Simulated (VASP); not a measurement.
Runs of VASP 6.6.1 on KAl4Zn. The structure is that of space group F-43m (No. 216), or close to it. The cells are those of the table. 

```csv
task,cell,k mesh,cutoff (eV),gap on the mesh (eV),pressure (GPa),largest force (eV/Å)
relaxation of cell and atoms,"relaxed from a = 5.676 Å, angles 60.0°, 6 atoms",8 × 8 × 8,600,none,0.0,-
single point,"a = 5.533 Å, angles 60.0°, 6 atoms",4 × 4 × 4,520,none,3.7,(a)
single point,"a = 5.676 Å, angles 60.0°, 6 atoms",8 × 8 × 8,520,none,0.0,-
relaxation of cell and atoms,"relaxed from a = 5.533 Å, angles 60.0°, 6 atoms",8 × 8 × 8,600,none,0.0,0.01
```

Alike in all rows: level PBE; potentials or basis VASP PAW PBE potentials, release 64 (K_sv, Al, Zn); no spin polarisation; smearing gaussian 0.1 eV.

Q: Estimate the missing entries.

A: (a) 0.05.

Caveats: the relaxation stopped at its first step, so nothing moved (some runs).

A gap of «none» marks levels without a gap at the run's occupations.
